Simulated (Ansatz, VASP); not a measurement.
**GaBiTe2Se: VASP beside Ansatz**

```
Ga Bi Te Se
1.0
     5.33279    0.00000    0.00000
    -2.66639    4.61833    0.00000
     0.00000    0.00000    6.29551
Ga Bi Te Se
1 1 2 1
Direct
  0.33333 0.66667 0.50000
  0.66667 0.33333 0.00000
  0.66667 0.33333 0.50000
  0.33333 0.66667 0.00000
  0.00000 0.00000 0.50000
```

Alike in both runs: functional PBE; k mesh 6 × 6 × 4; occupations gaussian, width 0.1 eV; no spin polarisation.

Ansatz relaxed the structure, and its values are those at the end. VASP's run is a single point on that final structure, the one shown.

|  | VASP | Ansatz |
| --- | --- | --- |
| version | VASP 6.6.1 | Ansatz 0.2.0 |
| potentials or method | VASP PAW PBE potentials, release 64 (Ga_d, Bi_d, Te, Se), cutoff 520 eV | scalar-relativistic, plane waves, PAW |
| valence electrons in the cell | 46 | 76 |

```tsv
	VASP	Ansatz	Ansatz less VASP
gap on the k mesh at the Fermi level (eV)	none	none	-
pressure (GPa)	0.1	0.1	+0.02
```

A gap of «none» marks a metal or a gap that the smearing closes. VASP's potentials hold 46 valence electrons a cell and Ansatz's 76, so a difference there can come from the potentials and not from the codes.

Neither program's run includes spin-orbit coupling.
